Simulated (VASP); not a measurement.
# Au (P6_3/mmc) in VASP: notebook

Au is run at these levels: r2SCAN; tasks: single point.

All numbers are computed with VASP 6.6.1; they aren't measurements. Logs are shortened: lines on timing, memory, paths and dates and some standing lists are left out, and cuts for length are marked.

### 1 The cell of the first run

It takes space group P6_3/mmc (No. 194, hexagonal). Conventional cell: a = 2.987 Å, b = 2.987 Å, c = 4.953 Å, α = 90.00°, β = 90.00°, γ = 120.00°. Au (site symmetry -6m2) has 12 Au at 2.99 to 3.02 Å within 3.9 Å.

This isn't the form of Au at room conditions, which is fcc.

### 2 Single point, r2SCAN (strain +0.030 along x and y, +0.015 along z)

Input file POSCAR:

```
Au
1.0
    2.9869983627      0.0000000000      0.0000000000
   -1.4934991814      2.5868164632      0.0000000000
    0.0000000000      0.0000000000      4.9532000000
Au
2
Direct
    0.3333333333      0.6666666667      0.7500000000
    0.6666666667      0.3333333333      0.2500000000
```

Input file INCAR.step1:

```
  PREC = Accurate
  ENCUT = 520
  ISMEAR = 0
  SIGMA = 0.15
  LREAL = False
  LASPH = True
  NELM = 60
  NBANDS = 18
  GGA = PE
  ALGO = Normal
  EDIFF = 1E-4
  LWAVE = True
  LCHARG = False
```

Input file INCAR.step2:

```
  PREC = Accurate
  ENCUT = 520
  EDIFF = 1E-6
  ISMEAR = 0
  SIGMA = 0.15
  LREAL = False
  LASPH = True
  NELM = 60
  ALGO = Normal
  ISIF = 2
  LWAVE = False
  LCHARG = False
  METAGGA = R2SCAN
  LMIXTAU = True
  NBANDS = 18
  ISTART = 1
```

Input file KPOINTS:

```
Automatic mesh
0
Gamma
  18 18 10
```

Potentials or basis: VASP PAW PBE potentials, release 64 (Au).

On the command line:

```sh
$ cat potpaw_PBE.64/Au/POTCAR > POTCAR
$ cp INCAR.step1 INCAR
$ mpirun -np 1 vasp_std > vasp.out
$ cp INCAR.step2 INCAR
$ mpirun -np 1 vasp_std > vasp.out
```

OUTCAR:

```text
PREC = Accurate
   ENCUT = 520
   EDIFF = 1E-6
   ISMEAR = 0
   LREAL = False
   LASPH = True
   NELM = 60
   ISIF = 2
   METAGGA = R2SCAN
   ISTART = 1

 ion  position               nearest neighbor table
   1  0.333  0.667  0.750-   2 3.02   2 3.02   2 3.02   2 3.02   2 3.02   2 3.02
   2  0.667  0.333  0.250-   1 3.02   1 3.02   1 3.02   1 3.02   1 3.02   1 3.02

  LATTYP: Found a hexagonal cell.
 ALAT       =     2.9869983627
 C/A-ratio  =     1.6582533361

  Lattice vectors:

 A1 = (   2.9869983627,   0.0000000000,   0.0000000000)
 A2 = (  -1.4934991814,   2.5868164632,   0.0000000000)
 A3 = (   0.0000000000,   0.0000000000,   4.9532000000)

Analysis of symmetry for initial positions (statically):
=====================================================================
 Subroutine PRICEL returns:
 Original cell was already a primitive cell.

 Routine SETGRP: Setting up the symmetry group for a
 hexagonal supercell.

 Subroutine GETGRP returns: Found 24 space group operations
 (whereof 12 operations were pure point group operations)
 out of a pool of 24 trial point group operations.

The static configuration has the point symmetry D_3d.
 The point group associated with its full space group is D_6h.

Analysis of symmetry for dynamics (positions and initial velocities):
=====================================================================
 Subroutine PRICEL returns:
 Original cell was already a primitive cell.

 Routine SETGRP: Setting up the symmetry group for a
 hexagonal supercell.

 Subroutine GETGRP returns: Found 24 space group operations
 (whereof 12 operations were pure point group operations)
 out of a pool of 24 trial point group operations.

The dynamic configuration has the point symmetry D_3d.
 The point group associated with its full space group is D_6h.

 Subroutine INISYM returns: Found 24 space group operations
 (whereof 12 operations are pure point group operations),
 and found     1 'primitive' translations

----------------------------------------------------------------------------------------

                                     Primitive cell

  volume of cell :      38.2725

  direct lattice vectors                    reciprocal lattice vectors
     2.986998363  0.000000000  0.000000000     0.334784248  0.193287776  0.000000000
    -1.493499181  2.586816463  0.000000000     0.000000000  0.386575551  0.000000000
     0.000000000  0.000000000  4.953200000     0.000000000  0.000000000  0.201889687

  length of vectors
     2.986998363  2.986998363  4.953200000     0.386575551  0.386575551  0.201889687

  position of ions in fractional coordinates (direct lattice)
     0.333333333  0.666666667  0.750000000
     0.666666667  0.333333333  0.250000000

  ion indices of the primitive-cell ions
   primitive index   ion index
                 1           1
                 2           2

----------------------------------------------------------------------------------------

 KPOINTS: Automatic mesh

Automatic generation of k-mesh.
 Grid dimensions read from file:
 generate k-points for:   18   18   10

 Generating k-lattice:

  Cartesian coordinates                     Fractional coordinates (reciprocal lattice)
     0.018599125  0.010738210  0.000000000     0.055555556  0.000000000  0.000000000
     0.000000000  0.021476420  0.000000000     0.000000000  0.055555556  0.000000000
     0.000000000  0.000000000  0.020188969     0.000000000  0.000000000  0.100000000

  Length of vectors
     0.021476420  0.021476420  0.020188969

  Shift w.r.t. Gamma in fractional coordinates (k-lattice)
     0.000000000  0.000000000  0.000000000

 Subroutine IBZKPT returns following result:
 ===========================================

 Found    222 irreducible k-points:

 Following reciprocal coordinates:
            Coordinates               Weight
  0.000000  0.000000  0.000000      1.000000
  0.055556 -0.000000  0.000000      6.000000
  0.111111 -0.000000  0.000000      6.000000
  0.166667 -0.000000  0.000000      6.000000
  0.222222  0.000000  0.000000      6.000000
  0.277778  0.000000  0.000000      6.000000
[... 16 lines left out ...]
  0.333333  0.111111  0.000000     12.000000
  0.388889  0.111111  0.000000     12.000000
 [... further k-points ...]
   k-points           NKPTS =    222   k-points in BZ     NKDIM =    222   number of bands    NBANDS=     18
   number of dos      NEDOS =    301   number of ions     NIONS =      2
   total plane-waves  NPLWV =  23040
   dimension x,y,z NGX =    24 NGY =   24 NGZ =   40
   dimension x,y,z NGXF=    48 NGYF=   48 NGZF=   80
   ions per type =               2
   NGX,Y,Z   is equivalent  to a cutoff of  13.36, 13.36, 13.43 a.u.
   NGXF,Y,Z  is equivalent  to a cutoff of  26.72, 26.72, 26.85 a.u.
 SYSTEM =  unknown system
   PREC   = accura    normal or accurate (medium, high low for compatibility)
   ISTART =      1    job   : 0-new  1-cont  2-samecut
   ICHARG =      0    charge: 1-file 2-atom 10-const
   ISPIN  =      1    spin polarized calculation?
   LNONCOLLINEAR =      F non collinear calculations
   LSORBIT =      F    spin-orbit coupling
   LASPH  =      T    aspherical Exc in radial PAW
   ENCUT  =  520.0 eV  38.22 Ry    6.18 a.u.   5.55  5.55  9.21*2*pi/ulx,y,z
   NELM   =     60;   NELMIN=  2; NELMDL=  0     # of ELM steps
   EDIFF  = 0.1E-05   stopping-criterion for ELM
   LREAL  =      F    real-space projection
   EDIFFG = 0.1E-04   stopping-criterion for IOM
   NSW    =      0    number of steps for IOM
   IBRION =     -1    ionic relax: 0-MD 1-quasi-New 2-CG
   NFREE  =      0    steps in history (QN), initial steepest desc. (CG)
   ISIF   =      2    stress and relaxation
   ISYM   =      2    0-nonsym 1-usesym 2-fastsym
   POTIM  = 0.5000    time-step for ionic-motion
   TEBEG  =    0.0;   TEEND  =   0.0 temperature during run
   PSTRESS=    0.0 pullay stress
   NELECT =      22.0000    total number of electrons
   NUPDOWN=      -1.0000    fix difference up-down
   EMIN   =  10.00;   EMAX   =-10.00  energy-range for DOS
   EFERMI =   0.00;   METHOD = LEGACY
   ISMEAR =     0;   SIGMA  =   0.15  broadening in eV -4-tet -1-fermi 0-gaus
   EFERMI_NEDOS =   21; number of points for ismear=-14 and -15
   IALGO  =     38    algorithm
   IMIX   =      4    mixing-type and parameters
     AMIX     =   0.40;   BMIX     =  1.00
     AMIX_MAG =   1.60;   BMIX_MAG =  1.00
  volume/ion in A,a.u.               =      19.14       129.14
  Fermi-wavevector in a.u.,A,eV,Ry     =   1.361195  2.572285 25.209567  1.852851
  Thomas-Fermi vector in A             =   2.487792
   LORBIT       =      0    0 simple, 1 ext, 2 COOP (PROOUT), +10 PAW based schemes
   METAGGA = R2SCAN    functional components
   LHFCALC =     F    Hartree Fock is set to
   AEXX    =    0.0000 exact exchange contribution
   IVDW    =     0    specifies the selected vdW correction
   LEPSILON=     F    determine dielectric tensor
   LRPA    =     F    only Hartree local field effects (RPA)
 non-spin polarized calculation
 Gauss-broadening in eV      SIGMA  =   0.15
  energy-cutoff  :      520.00
  volume of cell :       38.27
 maximum number of plane-waves:      1055
 NGX is ok and might be reduce to    24
   NGX = 11   NGY = 11   NGZ = 19

 number of electron      21.9999999 magnetization

 Free energy of the ion-electron system (eV)
  ---------------------------------------------------
  ext. energy  EPLUGINS =         0.00000000
  ---------------------------------------------------
  free energy    TOTEN  =      -101.07417602 eV

  energy without entropy =     -101.06651288  energy(sigma->0) =     -101.07034445

 E-fermi :   7.4943     XC(G=0): -12.8126

 val. band max:        7.4794766101   @ k =   0.1667   0.0556   0.2000
 cond. band min:       7.5007676884   @ k =   0.2222   0.1111   0.3000
 fundamental gap:      0.0212910784
 Fermi energy:         7.4942787264

 k-point     1 :       0.0000    0.0000    0.0000
  band No.  band energies     occupation
      1      -1.3530      2.00000
      2       0.9077      2.00000
      3       3.0797      2.00000
      4       3.2631      2.00000
      5       3.2632      2.00000
      6       3.5303      2.00000
[... 10 lines left out ...]
     17      25.3810      0.00000
     18      25.3810      0.00000

 k-point     2 :       0.0556   -0.0000    0.0000
  band No.  band energies     occupation
      1      -1.2621      2.00000
      2       0.9793      2.00000
      3       3.0343      2.00000
      4       3.3050      2.00000
      5       3.3187      2.00000
      6       3.5029      2.00000
[... 10 lines left out ...]
     17      24.8484      0.00000
     18      25.4862      0.00000

 k-point     3 :       0.1111   -0.0000    0.0000
  band No.  band energies     occupation
      1      -0.9952      2.00000
      2       1.1797      2.00000
      3       2.9281      2.00000
      4       3.3705      2.00000
      5       3.4769      2.00000
      6       3.4820      2.00000
[... 10 lines left out ...]
     17      24.5793      0.00000
     18      25.8991      0.00000

 k-point     4 :       0.1667   -0.0000    0.0000
  band No.  band energies     occupation
      1      -0.5715      2.00000
      2       1.4552      2.00000
      3       2.8190      2.00000
      4       3.2850      2.00000
      5       3.4447      2.00000
      6       3.6543      2.00000
[... 10 lines left out ...]
     17      24.9111      0.00000
     18      25.2827      0.00000

 k-point     5 :       0.2222    0.0000    0.0000
  band No.  band energies     occupation
      1      -0.0338      2.00000
      2       1.6782      2.00000
      3       2.8173      2.00000
      4       3.0130      2.00000
      5       3.1940      2.00000
      6       3.6464      2.00000
[... 10 lines left out ...]
     17      24.2992      0.00000
     18      24.4018      0.00000

 k-point     6 :       0.2778    0.0000    0.0000
  band No.  band energies     occupation
      1       0.5330      2.00000
      2       1.7108      2.00000
      3       2.6094      2.00000
      4       3.0120      2.00000
      5       3.1993      2.00000
      6       3.5087      2.00000
[... 10 lines left out ...]
     17      22.6513      0.00000
     18      24.5434      0.00000

 k-point     7 :       0.3333   -0.0000    0.0000
  band No.  band energies     occupation
      1       0.9930      2.00000
      2       1.6123      2.00000
      3       2.2777      2.00000
      4       3.2391      2.00000
      5       3.3879      2.00000
      6       3.4410      2.00000
[... 10 lines left out ...]
     17      21.4703      0.00000
     18      23.8607      0.00000

 k-point     8 :       0.3889    0.0000    0.0000
  band No.  band energies     occupation
      1       1.2490      2.00000
      2       1.4946      2.00000
      3       2.0341      2.00000
      4       3.2945      2.00000
      5       3.4669      2.00000
      6       3.5752      2.00000
[... 10 lines left out ...]
     17      20.3664      0.00000
     18      23.3247      0.00000
[... 229 lines left out ...]
     17      25.1640      0.00000
     18      25.2606      0.00000

 k-point    20 :       0.1667    0.1111    0.0000
  band No.  band energies     occupation
      1       0.2048      2.00000
      2       1.8771      2.00000
      3       2.6106      2.00000
      4       2.9310      2.00000
      5       3.2238      2.00000
      6       3.4271      2.00000
[... 10 lines left out ...]
     17      24.5269      0.00000
     18      24.8544      0.00000

 k-point    21 :       0.2222    0.1111    0.0000
  band No.  band energies     occupation
      1       0.7718      2.00000
      2       1.9329      2.00000
      3       2.5679      2.00000
      4       2.7158      2.00000
      5       3.2442      2.00000
      6       3.3078      2.00000
[... 10 lines left out ...]
     17      22.7209      0.00000
     18      24.0408      0.00000

 k-point    22 :       0.2778    0.1111    0.0000
  band No.  band energies     occupation
      1       1.2397      2.00000
      2       1.8241      2.00000
      3       2.2676      2.00000
      4       2.9964      2.00000
      5       3.2237      2.00000
      6       3.3929      2.00000
[... 10 lines left out ...]
     17      21.6048      0.00000
     18      23.3321      0.00000

 k-point    23 :       0.3333    0.1111    0.0000
  band No.  band energies     occupation
      1       1.4954      2.00000
      2       1.6983      2.00000
      3       2.0459      2.00000
      4       3.1772      2.00000
      5       3.3624      2.00000
      6       3.5955      2.00000
[... 10 lines left out ...]
     17      20.4968      0.00000
     18      22.8359      0.00000

 k-point    24 :       0.3889    0.1111    0.0000
  band No.  band energies     occupation
      1       1.5817      2.00000
      2       1.6151      2.00000
      3       1.9105      2.00000
      4       3.1629      2.00000
      5       3.4939      2.00000
      6       3.6608      2.00000
[... 10 lines left out ...]
     17      19.5641      0.00000
     18      22.5447      0.00000

 [... further k-points ...]

------------------------ aborting loop because EDIFF is reached ----------------------------------------

  FORCE on cell =-STRESS in cart. coord.  units (eV):
  Direction    XX          YY          ZZ          XY          YZ          ZX
  --------------------------------------------------------------------------------------
  -------------------------------------------------------------------------------------
  Total       -2.4282874     -2.4282874     -2.2119672      0.0000000      0.0000000      0.0000000
  in kB     -101.6539355   -101.6539355    -92.5982543      0.0000000      0.0000000      0.0000000
  external PRESSURE =     -98.6353751 kB  Pullay stress =       0.0000000 kB

 VOLUME and BASIS-vectors are now :
 -----------------------------------------------------------------------------
  energy-cutoff  :      520.00
  volume of cell :       38.27
      direct lattice vectors                 reciprocal lattice vectors
     2.986998363  0.000000000  0.000000000     0.334784248  0.193287776  0.000000000
    -1.493499181  2.586816463  0.000000000     0.000000000  0.386575551  0.000000000
     0.000000000  0.000000000  4.953200000     0.000000000  0.000000000  0.201889687

 POSITION                                       TOTAL-FORCE (eV/Angst)
 -----------------------------------------------------------------------------------
     -0.00000      1.72454      3.71490         0.000000     -0.000000      0.000000
      1.49350      0.86227      1.23830        -0.000000      0.000000      0.000000
 -----------------------------------------------------------------------------------
    total drift:                               -0.000000      0.000000     -0.000000

  FREE ENERGIE OF THE ION-ELECTRON SYSTEM (eV)
  ---------------------------------------------------
  free  energy   TOTEN  =      -101.0741760161 eV

  energy  without entropy=     -101.0665128767  energy(sigma->0) =     -101.07034445
```

It took 2.5 min on 1 thread of Intel Xeon 6975P-C (Granite Rapids), shared host; peak memory 0.26 GiB.

What came out:

```yaml
Free_energy: -101.0742 eV
Pressure: -9.9 GPa
Band_gap_on_the_k_mesh: zero (bands 11 and 12 overlap by 6.52 eV)
```

Stress tensor (GPa, compression positive):
```
-10.17   0.00   0.00
  0.00 -10.17   0.00
  0.00   0.00  -9.26
```

Levels at points of the mesh, in eV from the Fermi level:
```
           k point  band 9  band 10  band 11  band 12  band 13  band 14
(0.00, 0.00, 0.00)   -3.46    -2.25    -2.25    -0.32     2.38    15.38
(0.50, 0.00, 0.00)   -2.02    -1.86     0.42     1.31     5.86     6.92
(0.00, 0.00, 0.50)   -2.65    -2.65    -2.65    -2.65    10.64    10.64
(0.50, 0.00, 0.50)   -1.93    -1.93     0.87     0.87     3.51     3.51
```

Caveat: the cell differs from its parent crystal (strain +0.030 along x and y, +0.015 along z); the cell stands under tension; the PAW data sets were made with another functional, which shifts forces and pressure a little; spin-orbit coupling is left out, which moves the levels of the heavy elements.

[end of part 1 of 2]
